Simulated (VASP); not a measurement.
# HfN (Fm-3m) in VASP: a series of runs

The runs below take HfN through single point, relaxation of cell and atoms, with PBE.

Everything below comes from runs of VASP 6.6.1. Logs are shortened: lines on timing, memory, paths and dates and some standing lists are left out, and cuts for length are marked.

**1. The cell of the first run**

Symmetry: Fm-3m, No. 225, cubic system. The conventional cell has a = 4.548 Å, b = 4.548 Å, c = 4.548 Å, α = 90.00°, β = 90.00°, γ = 90.00°. Within 3.0 Å of Hf (site symmetry m-3m) lie 6 N at 2.27 Å. N (site symmetry m-3m) has 6 Hf at 2.27 Å within 3.0 Å.

**2. Single point, PBE**

INCAR reads:

```
SYSTEM = HfN
  PREC = Accurate
  ENCUT = 520
  EDIFF = 1E-6
  ISMEAR = 0
  SIGMA = 0.1
  LREAL = .False.
  LASPH = .True.
  NELM = 60
  ALGO = Normal
  ISIF = 2
  LWAVE = .False.
  LCHARG = .False.
  GGA = PE
  NBANDS = 14
```

KPOINTS reads:

```
regular mesh
0
Gamma
  20 20 20
  0 0 0
```

POSCAR reads:

```
HfN
1.0
    0.0000000000      2.2739047892      2.2739047892
    2.2739047892      0.0000000000      2.2739047892
    2.2739047892      2.2739047892      0.0000000000
Hf N
1 1
Direct
    0.0000000000      0.0000000000      0.0000000000
    0.5000000000      0.5000000000      0.5000000000
```

Potentials or basis: VASP PAW PBE potentials, release 64 (Hf_pv, N).

Command:

```console
$ cat potpaw_PBE.64/Hf_pv/POTCAR potpaw_PBE.64/N/POTCAR > POTCAR
$ mpirun -np 1 vasp_std > vasp.out
```

OUTCAR:

```text
SYSTEM = HfN
   PREC = Accurate
   ENCUT = 520
   EDIFF = 1E-6
   ISMEAR = 0
   LREAL = .False.
   LASPH = .True.
   NELM = 60
   ISIF = 2
   GGA = PE

 ion  position               nearest neighbor table
   1  0.000  0.000  0.000-   2 2.27   2 2.27   2 2.27   2 2.27   2 2.27   2 2.27
   2  0.500  0.500  0.500-   1 2.27   1 2.27   1 2.27   1 2.27   1 2.27   1 2.27

  LATTYP: Found a face centered cubic cell.
 ALAT       =     4.5478095784

  Lattice vectors:

 A1 = (   0.0000000000,   2.2739047892,   2.2739047892)
 A2 = (   2.2739047892,   0.0000000000,   2.2739047892)
 A3 = (   2.2739047892,   2.2739047892,   0.0000000000)

Analysis of symmetry for initial positions (statically):
=====================================================================
 Subroutine PRICEL returns:
 Original cell was already a primitive cell.

 Routine SETGRP: Setting up the symmetry group for a
 face centered cubic supercell.

 Subroutine GETGRP returns: Found 48 space group operations
 (whereof 48 operations were pure point group operations)
 out of a pool of 48 trial point group operations.

The static configuration has the point symmetry O_h .

Analysis of symmetry for dynamics (positions and initial velocities):
=====================================================================
 Subroutine PRICEL returns:
 Original cell was already a primitive cell.

 Routine SETGRP: Setting up the symmetry group for a
 face centered cubic supercell.

 Subroutine GETGRP returns: Found 48 space group operations
 (whereof 48 operations were pure point group operations)
 out of a pool of 48 trial point group operations.

The dynamic configuration has the point symmetry O_h .

 Subroutine INISYM returns: Found 48 space group operations
 (whereof 48 operations are pure point group operations),
 and found     1 'primitive' translations

----------------------------------------------------------------------------------------

                                     Primitive cell

  volume of cell :      23.5151

  direct lattice vectors                    reciprocal lattice vectors
     0.000000000  2.273904789  2.273904789    -0.219886075  0.219886075  0.219886075
     2.273904789  0.000000000  2.273904789     0.219886075 -0.219886075  0.219886075
     2.273904789  2.273904789  0.000000000     0.219886075  0.219886075 -0.219886075

  length of vectors
     3.215786992  3.215786992  3.215786992     0.380853855  0.380853855  0.380853855

  position of ions in fractional coordinates (direct lattice)
     0.000000000  0.000000000  0.000000000
     0.500000000  0.500000000  0.500000000

  ion indices of the primitive-cell ions
   primitive index   ion index
                 1           1
                 2           2

----------------------------------------------------------------------------------------

 KPOINTS: regular mesh

Automatic generation of k-mesh.
 Grid dimensions read from file:
 generate k-points for:   20   20   20

 Generating k-lattice:

  Cartesian coordinates                     Fractional coordinates (reciprocal lattice)
    -0.010994304  0.010994304  0.010994304     0.050000000  0.000000000  0.000000000
     0.010994304 -0.010994304  0.010994304     0.000000000  0.050000000  0.000000000
     0.010994304  0.010994304 -0.010994304     0.000000000  0.000000000  0.050000000

  Length of vectors
     0.019042693  0.019042693  0.019042693

  Shift w.r.t. Gamma in fractional coordinates (k-lattice)
     0.000000000  0.000000000  0.000000000

 Subroutine IBZKPT returns following result:
 ===========================================

 Found    256 irreducible k-points:

 Following reciprocal coordinates:
            Coordinates               Weight
  0.000000  0.000000  0.000000      1.000000
  0.050000  0.000000  0.000000      8.000000
  0.100000  0.000000  0.000000      8.000000
  0.150000  0.000000  0.000000      8.000000
  0.200000  0.000000  0.000000      8.000000
  0.250000  0.000000  0.000000      8.000000
[... 16 lines left out ...]
 -0.400000  0.050000  0.000000     24.000000
 -0.350000  0.050000  0.000000     24.000000
 [... further k-points ...]
   k-points           NKPTS =    256   k-points in BZ     NKDIM =    256   number of bands    NBANDS=     14
   number of dos      NEDOS =    301   number of ions     NIONS =      2
   total plane-waves  NPLWV =  13824
   dimension x,y,z NGX =    24 NGY =   24 NGZ =   24
   dimension x,y,z NGXF=    48 NGYF=   48 NGZF=   48
   ions per type =               1   1
   NGX,Y,Z   is equivalent  to a cutoff of  12.41, 12.41, 12.41 a.u.
   NGXF,Y,Z  is equivalent  to a cutoff of  24.81, 24.81, 24.81 a.u.
 SYSTEM =  HfN
   PREC   = accura    normal or accurate (medium, high low for compatibility)
   ISTART =      0    job   : 0-new  1-cont  2-samecut
   ICHARG =      2    charge: 1-file 2-atom 10-const
   ISPIN  =      1    spin polarized calculation?
   LNONCOLLINEAR =      F non collinear calculations
   LSORBIT =      F    spin-orbit coupling
   LASPH  =      T    aspherical Exc in radial PAW
   ENCUT  =  520.0 eV  38.22 Ry    6.18 a.u.   5.98  5.98  5.98*2*pi/ulx,y,z
   NELM   =     60;   NELMIN=  2; NELMDL= -5     # of ELM steps
   EDIFF  = 0.1E-05   stopping-criterion for ELM
   LREAL  =      F    real-space projection
   EDIFFG = 0.1E-04   stopping-criterion for IOM
   NSW    =      0    number of steps for IOM
   IBRION =     -1    ionic relax: 0-MD 1-quasi-New 2-CG
   NFREE  =      0    steps in history (QN), initial steepest desc. (CG)
   ISIF   =      2    stress and relaxation
   ISYM   =      2    0-nonsym 1-usesym 2-fastsym
   POTIM  = 0.5000    time-step for ionic-motion
   TEBEG  =    0.0;   TEEND  =   0.0 temperature during run
   PSTRESS=    0.0 pullay stress
   NELECT =      15.0000    total number of electrons
   NUPDOWN=      -1.0000    fix difference up-down
   EMIN   =  10.00;   EMAX   =-10.00  energy-range for DOS
   EFERMI =   0.00;   METHOD = LEGACY
   ISMEAR =     0;   SIGMA  =   0.10  broadening in eV -4-tet -1-fermi 0-gaus
   EFERMI_NEDOS =   21; number of points for ismear=-14 and -15
   IALGO  =     38    algorithm
   IMIX   =      4    mixing-type and parameters
     AMIX     =   0.40;   BMIX     =  1.00
     AMIX_MAG =   1.60;   BMIX_MAG =  1.00
  volume/ion in A,a.u.               =      11.76        79.34
  Fermi-wavevector in a.u.,A,eV,Ry     =   1.409255  2.663106 27.021173  1.986000
  Thomas-Fermi vector in A             =   2.531330
   LORBIT       =      0    0 simple, 1 ext, 2 COOP (PROOUT), +10 PAW based schemes
   GGA     = PE    functional components
   LHFCALC =     F    Hartree Fock is set to
   AEXX    =    0.0000 exact exchange contribution
   IVDW    =     0    specifies the selected vdW correction
   LEPSILON=     F    determine dielectric tensor
   LRPA    =     F    only Hartree local field effects (RPA)
 non-spin polarized calculation
 Gauss-broadening in eV      SIGMA  =   0.10
  energy-cutoff  :      520.00
  volume of cell :       23.52
 maximum number of plane-waves:       648
   NGX = 11   NGY = 11   NGZ = 11

 number of electron      15.0000000 magnetization

 Free energy of the ion-electron system (eV)
  ---------------------------------------------------
  ext. energy  EPLUGINS =         0.00000000
  ---------------------------------------------------
  free energy    TOTEN  =       -21.75649055 eV

  energy without entropy =      -21.75278983  energy(sigma->0) =      -21.75464019

 E-fermi :   8.2406     XC(G=0): -12.6290

 val. band max:        8.2259314698   @ k =  -0.3000   0.4500   0.1500
 cond. band min:       8.2454044846   @ k =   0.1500   0.0000   0.0000
 fundamental gap:      0.0194730148
 Fermi energy:         8.2405672694

 k-point     1 :       0.0000    0.0000    0.0000
  band No.  band energies     occupation
      1     -23.0191      2.00000
      2     -23.0191      2.00000
      3     -23.0191      2.00000
      4      -9.1844      2.00000
      5       5.2038      2.00000
      6       5.2038      2.00000
      7       5.2038      2.00000
      8       7.8743      2.00000
      9       7.8743      2.00000
     10       7.8743      2.00000
     11       9.8193      0.00000
     12      10.1315      0.00000
     13      10.1315      0.00000
     14      17.7270      0.00000

 k-point     2 :       0.0500    0.0000    0.0000
  band No.  band energies     occupation
      1     -23.0431      2.00000
      2     -23.0212      2.00000
      3     -23.0212      2.00000
      4      -9.1289      2.00000
      5       4.9366      2.00000
      6       5.0540      2.00000
      7       5.0540      2.00000
      8       7.9482      1.99996
      9       7.9599      1.99993
     10       7.9599      1.99993
     11      10.0116      0.00000
     12      10.3235      0.00000
     13      10.3235      0.00000
     14      17.9204      0.00000

 k-point     3 :       0.1000    0.0000    0.0000
  band No.  band energies     occupation
      1     -23.1117      2.00000
      2     -23.0270      2.00000
      3     -23.0270      2.00000
      4      -8.9666      2.00000
      5       4.2914      2.00000
      6       4.6780      2.00000
      7       4.6780      2.00000
      8       8.0880      1.96899
      9       8.1918      1.50949
     10       8.1918      1.50949
     11      10.5276      0.00000
     12      10.8466      0.00000
     13      10.8466      0.00000
     14      18.4730      0.00000

 k-point     4 :       0.1500    0.0000    0.0000
  band No.  band energies     occupation
      1     -23.2166      2.00000
      2     -23.0362      2.00000
      3     -23.0362      2.00000
      4      -8.7103      2.00000
      5       3.4865      2.00000
      6       4.2016      2.00000
      7       4.2016      2.00000
      8       8.2454      0.94546
      9       8.5388      0.00002
     10       8.5388      0.00002
     11      11.2265      0.00000
     12      11.5928      0.00000
     13      11.5928      0.00000
     14      19.3009      0.00000

 k-point     5 :       0.2000    0.0000    0.0000
  band No.  band energies     occupation
      1     -23.3454      2.00000
      2     -23.0476      2.00000
      3     -23.0476      2.00000
      4      -8.3796      2.00000
      5       2.6427      2.00000
      6       3.7118      2.00000
      7       3.7118      2.00000
      8       8.4541      0.00253
      9       8.9860      0.00000
     10       8.9860      0.00000
     11      11.9784      0.00000
[... 276 lines left out ...]
 k-point    22 :      -0.4500    0.0500    0.0000
  band No.  band energies     occupation
      1     -23.8900      2.00000
      2     -23.1173      2.00000
      3     -23.1007      2.00000
      4      -6.6423      2.00000
      5      -0.4446      2.00000
      6       2.1508      2.00000
      7       2.1961      2.00000
      8      11.0456      0.00000
      9      11.6074      0.00000
     10      11.6546      0.00000
     11      13.0969      0.00000
     12      16.5124      0.00000
     13      16.7994      0.00000
     14      19.7522      0.00000

 k-point    23 :      -0.4000    0.0500    0.0000
  band No.  band energies     occupation
      1     -23.8451      2.00000
      2     -23.1167      2.00000
      3     -23.0921      2.00000
      4      -6.8154      2.00000
      5      -0.1921      2.00000
      6       2.2240      2.00000
      7       2.3395      2.00000
      8      10.3852      0.00000
      9      11.2231      0.00000
     10      11.6753      0.00000
     11      13.3203      0.00000
     12      15.8816      0.00000
     13      16.4903      0.00000
     14      19.9048      0.00000

 k-point    24 :      -0.3500    0.0500    0.0000
  band No.  band energies     occupation
      1     -23.7655      2.00000
      2     -23.1117      2.00000
      3     -23.0807      2.00000
      4      -7.1031      2.00000
      5       0.2462      2.00000
      6       2.3895      2.00000
      7       2.5725      2.00000
      8       9.7501      0.00000
      9      10.6539      0.00000
     10      11.3482      0.00000
     11      13.4164      0.00000
     12      15.1257      0.00000
     13      15.8847      0.00000
     14      20.1524      0.00000

 [... further k-points ...]
[... 5 lines left out ...]
  --------------------------------------------------------------------------------------
  -------------------------------------------------------------------------------------
  Total       -0.3432632     -0.3432632     -0.3432632      0.0000000      0.0000000      0.0000000
  in kB      -23.3878871    -23.3878871    -23.3878871      0.0000000      0.0000000      0.0000000
  external PRESSURE =     -23.3878871 kB  Pullay stress =       0.0000000 kB

 VOLUME and BASIS-vectors are now :
 -----------------------------------------------------------------------------
  energy-cutoff  :      520.00
  volume of cell :       23.52
      direct lattice vectors                 reciprocal lattice vectors
     0.000000000  2.273904789  2.273904789    -0.219886075  0.219886075  0.219886075
     2.273904789  0.000000000  2.273904789     0.219886075 -0.219886075  0.219886075
     2.273904789  2.273904789  0.000000000     0.219886075  0.219886075 -0.219886075

 POSITION                                       TOTAL-FORCE (eV/Angst)
 -----------------------------------------------------------------------------------
      0.00000      0.00000      0.00000         0.000000     -0.000000      0.000000
      2.27390      2.27390      2.27390        -0.000000      0.000000     -0.000000
 -----------------------------------------------------------------------------------
    total drift:                                0.000000     -0.000000     -0.000000

  FREE ENERGIE OF THE ION-ELECTRON SYSTEM (eV)
  ---------------------------------------------------
  free  energy   TOTEN  =       -21.7564905463 eV

  energy  without entropy=      -21.7527898259  energy(sigma->0) =      -21.75464019
```

Wall time 19 s (1 thread of Intel Xeon 6975P-C (Granite Rapids), shared host); peak memory 0.2 GiB.

Results:

```yaml
Free_energy: -21.7565 eV
Pressure: -2.3 GPa
```

Caveat: spin-orbit coupling is left out, which moves the levels of the heavy elements.

**3. Relaxation of cell and atoms, PBE**

INCAR reads:

```
SYSTEM = HfN
PREC     = Accurate       ! precision mode
ENCUT    = 600            ! plane-wave cutoff, eV
EDIFF    = 1E-7           ! SCF threshold, eV
ISMEAR   = 0              ! smearing method
SIGMA    = 0.1            ! smearing width, eV
LREAL    = .FALSE.        ! projectors in reciprocal space
LASPH    = .TRUE.         ! aspherical terms in the spheres
NELM     = 100            ! most SCF steps
ALGO     = Normal         ! electronic algorithm
ISIF     = 3              ! what is computed and relaxed
LWAVE    = .FALSE.        ! write WAVECAR
LCHARG   = .FALSE.        ! write CHGCAR
GGA      = PE             ! functional
IBRION   = 2              ! ionic algorithm
NSW      = 100            ! ionic steps
EDIFFG   = -0.01          ! ionic threshold
```

KPOINTS reads:

```
regular mesh
0
G
  20 20 20
  0 0 0
```

POSCAR reads:

```
HfN
1.0
    0.0000000000      2.2735282211      2.2735282211
    2.2735282211      0.0000000000      2.2735282211
    2.2735282211      2.2735282211      0.0000000000
Hf N
1 1
Direct
    0.0000000000      0.0000000000      0.0000000000
    0.5000000000      0.5000000000      0.5000000000
```

Potentials or basis: VASP PAW PBE potentials, release 64 (Hf_pv, N).

Command:

```console
$ cat potpaw_PBE.64/Hf_pv/POTCAR potpaw_PBE.64/N/POTCAR > POTCAR
$ mpirun -np 1 vasp_std > vasp.out
```

Wall time 77 s (1 thread of Intel Xeon 6975P-C (Granite Rapids), shared host); peak memory 0.25 GiB.

The run converged. Its results:

```yaml
Free_energy: -21.7601 eV
Relaxed_volume: 11.65 Å³/atom
Relaxed_cell: a = 3.206 Å, b = 3.206 Å, c = 3.206 Å, α = 60.00°, β = 60.00°, γ = 60.00°
Space_group_after_relaxing_to_0.05_Å: Fm-3m (No. 225)
Energy_gained_by_relaxing: 0.7 meV/atom
Ionic_steps: 3
Pressure_after_relaxing: 0.0 GPa
```

Step by step:
| step | energy change (eV) | largest force (eV/Å) | pressure (GPa) | volume (Å³) |
| --- | --- | --- | --- | --- |
| 1 | 0.0000 | 0.0000 | -2.31 | 23.50 |
| 2 | 0.0035 | 0.0000 | 4.45 | 22.93 |
| 3 | -0.0015 | 0.0000 | 0.00 | 23.30 |

Final structure:
```cif
data_structure
_symmetry_space_group_name_H-M 'P 1'
_symmetry_Int_Tables_number 1
_cell_length_a 3.2059
_cell_length_b 3.2059
_cell_length_c 3.2059
_cell_angle_alpha 60.000
_cell_angle_beta 60.000
_cell_angle_gamma 60.000
_cell_volume 23.30
loop_
_atom_site_label
_atom_site_type_symbol
_atom_site_fract_x
_atom_site_fract_y
_atom_site_fract_z
_atom_site_occupancy
Hf1 Hf 0.00000 0.00000 0.00000 1
N1 N 0.50000 0.50000 0.50000 1
```

Levels at points of the mesh, in eV from the Fermi level:
| k point | band 4 | band 5 | band 6 | band 7 | band 8 | band 9 | band 10 | band 11 |
| --- | --- | --- | --- | --- | --- | --- | --- | --- |
| (0.00, 0.00, 0.00) | -17.48 | -3.05 | -3.05 | -3.05 | -0.37 | -0.37 | -0.37 | 1.66 |
| (0.50, 0.00, 0.00) | -14.82 | -8.86 | -6.16 | -6.16 | 3.20 | 3.62 | 3.62 | 4.34 |
| (0.50, 0.50, 0.00) | -16.39 | -5.45 | -3.79 | -3.72 | -3.72 | 4.01 | 5.41 | 5.44 |

Caveat: spin-orbit coupling is left out, which moves the levels of the heavy elements.
